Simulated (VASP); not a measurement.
The system is GaP.

```
Ga P
1.0
     3.59650    0.00000    0.00000
    -1.79825    3.11466    0.00000
     0.00000    0.00000    6.03053
Ga P
2 2
Direct
  0.00000 0.00000 0.00000
  0.00000 0.00000 0.50000
  0.33333 0.66667 0.25000
  0.66667 0.33333 0.75000
```

Base run:

| Quantity | Value |
| --- | --- |
| Program | VASP 6.6.1 |
| Functional | PBE |
| Potentials or basis | VASP PAW PBE potentials, release 64 (Ga_d, P) |
| Cutoff | 520 eV |
| k mesh | 6 × 6 × 4 |
| Occupations | fermi-dirac, width 0.02 eV |
| Spin | no spin polarisation |

Its results: band gap on the k mesh zero (band 18 reaches 7.19 eV, above the bottom of band 19 at 3.48 eV); pressure 2.7 GPa.

Q: The run is repeated on the same cell with these changes: k mesh from 6 × 6 × 4 to 8 × 8 × 1; further incar settings from ALGO = Normal; EDIFF = 1e-06; NBANDS = 26 to ALGO = Normal; EDIFF = 1e-07; NBANDS = 26. What comes out?

A: Band gap on the k mesh zero (band 18 reaches 7.14 eV, above the bottom of band 19 at 4.67 eV); pressure 1.8 GPa.

Caveats: some runs use coarse meshes.
